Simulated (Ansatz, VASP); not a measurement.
Two plane-wave programs on MgO

INCAR

```
SYSTEM = MgO
PREC = Accurate
ENCUT = 520
EDIFF = 1E-6
ISMEAR = 0
SIGMA = 0.05
LREAL = .False.
LASPH = .True.
NELM = 100
ALGO = Normal
ISIF = 2
LWAVE = .False.
LCHARG = .False.
GGA = PS
NBANDS = 11
```

File KPOINTS:

```
regular mesh
0
Gamma
  10 10 10
  0 0 0
```

The input POSCAR:

```
MgO
1.0
    0.0000000000      2.1597833635      2.1597833635
    2.1597833635      0.0000000000      2.1597833635
    2.1597833635      2.1597833635      0.0000000000
Mg O
1 1
Direct
    0.0000000000      0.0000000000      0.0000000000
    0.5000000000      0.5000000000      0.5000000000
```

Input for Ansatz:

```yaml
crystal:
  lattice:
    - [0.0, 2.1597833635, 2.1597833635]
    - [2.1597833635, 0.0, 2.1597833635]
    - [2.1597833635, 2.1597833635, 0.0]
  atoms:
    - { symbol: Mg, position: [0.0, 0.0, 0.0] }
    - { symbol: O, position: [0.5, 0.5, 0.5] }
basis:
  ecutwfc: 420
kpoints:
  mp_grid: { grid: [10, 10, 10] }
hamiltonian:
  xc: pbesol
scf:
  occupations: { method: gaussian, width: 0.05 }
output:
  forces: true
  stress: true
  eigenvalues: true
```

Change from the starting cell: strain +0.025 along x and y, +0.025 along z, atoms carried along.

Alike in both runs: task single point; functional PBEsol; k mesh 10 × 10 × 10; occupations gaussian, width 0.05 eV; no spin polarisation.

```csv
,VASP,Ansatz
version,VASP 6.6.1,Ansatz 0.2.0
potentials or method,"VASP PAW PBE potentials, release 64 (Mg, O), cutoff 520 eV","scalar-relativistic, plane waves, PAW"
valence electrons in the cell,8,16
```

|  | VASP | Ansatz | Ansatz less VASP |
| --- | --- | --- | --- |
| gap on the k mesh at the Fermi level (eV) | 3.94 | 3.94 | +0.005 |
| least direct gap on the mesh (eV) | 3.94 | 3.94 | +0.005 |
| pressure (GPa) | -10.6 | -10.0 | +0.59 |

VASP's potentials were made for PBE, not for PBEsol. VASP's potentials hold 8 valence electrons a cell and Ansatz's 16, so a difference there can come from the potentials and not from the codes.
